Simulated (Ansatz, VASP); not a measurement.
# One calculation of C, two programs

INCAR

```
PREC = Accurate
ENCUT = 520
EDIFF = 1E-6
ISMEAR = -1
SIGMA = 0.05
LREAL = F
LASPH = T
NELM = 60
ALGO = Normal
ISIF = 2
LWAVE = F
LCHARG = F
NBANDS = 16
```

KPOINTS

```
Automatic mesh
0
Gamma
  12 12 4
```

The input POSCAR:

```
C
1.0
    1.2029787322     -2.0836402113      0.0000000000
    1.2029787322      2.0836402113      0.0000000000
    0.0000000000      0.0000000000      7.0268334518
C
4
Direct
    0.9166205400      0.0833794600      0.7531376000
    0.4166205400      0.5833794600      0.2468624000
    0.0833794600      0.9166205400      0.2468624000
    0.5833794600      0.4166205400      0.7531376000
```

input.yaml

```yaml
crystal:
  lattice:
    - [1.2029787322, -2.0836402113, 0.0]
    - [1.2029787322, 2.0836402113, 0.0]
    - [0.0, 0.0, 7.0268334518]
  atoms:
    - { symbol: C, position: [0.91662054, 0.08337946, 0.7531376] }
    - { symbol: C, position: [0.41662054, 0.58337946, 0.2468624] }
    - { symbol: C, position: [0.08337946, 0.91662054, 0.2468624] }
    - { symbol: C, position: [0.58337946, 0.41662054, 0.7531376] }
hamiltonian:
  xc: lda
  pseudopotentials: { kind: paw }
kpoints:
  mp_grid: { grid: [12, 12, 4] }
scf:
  occupations: { method: fermi_dirac, width: 0.05 }
output:
  forces: true
  stress: true
  eigenvalues: true
```

Alike in both runs: task single point; functional LDA; k mesh 12 × 12 × 4; occupations fermi-dirac, width 0.05 eV; no spin polarisation.

|  | VASP | Ansatz |
| --- | --- | --- |
| version | VASP 6.6.1 | Ansatz 0.2.0 |
| potentials or method | VASP PAW LDA potentials, release 64 (C) | Ansatz PAW |
| plane-wave cutoff (eV) | 520 | 420 |
| valence electrons in the cell | 16 | 16 |

Ansatz gave:

- gap on the k mesh at the Fermi level (eV): 0.03
- least direct gap on the mesh (eV): 0.03
- pressure (GPa): 13.9
- traceless stress, the component that is largest in VASP (GPa): -15.03
- rms of the force components (eV/Å): 0.017

Question: What did VASP give for the same quantities?

Answer: gap on the k mesh at the Fermi level (eV): 0.03; least direct gap on the mesh (eV): 0.03; pressure (GPa): 14.7; traceless stress, the component that is largest in VASP (GPa): -15.95; rms of the force components (eV/Å): 0.017.

LDA's correlation is that of Perdew and Zunger in VASP and of Perdew and Wang (1992) in Ansatz. Atom by atom the forces differ by 0.000 eV/Å (rms over components).
